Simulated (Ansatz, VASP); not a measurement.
# ZnO in VASP and in Ansatz

```
Zn O
1.0
     3.24940    0.00000    0.00000
    -1.62470    2.81406    0.00000
     0.00000    0.00000    5.20380
Zn O
2 2
Direct
  0.33333 0.66667 0.00000
  0.66667 0.33333 0.50000
  0.33333 0.66667 0.38210
  0.66667 0.33333 0.88210
```

Alike in both runs: task relaxation of cell and atoms; functional PBE; dispersion D3(BJ); k mesh 12 × 12 × 6; occupations gaussian, width 0.02 eV; no spin polarisation.

|  | VASP | Ansatz |
| --- | --- | --- |
| version | VASP 6.6.1 | Ansatz 0.2.0 |
| potentials or method | VASP PAW PBE potentials, release 64 (Zn, O), cutoff 600 eV | scalar-relativistic, plane waves, PAW |
| valence electrons in the cell | 36 | 36 |

Ansatz gave:

* gap on the k mesh at the Fermi level, each at its own relaxed structure (eV): 0.78
* relaxed volume (Å³/atom): 12.06
* relaxed cell length with the largest relative difference (Å): 3.255

Estimate VASP's values.

gap on the k mesh at the Fermi level, each at its own relaxed structure (eV): 0.75; relaxed volume (Å³/atom): 12.13; relaxed cell length with the largest relative difference (Å): 3.261.
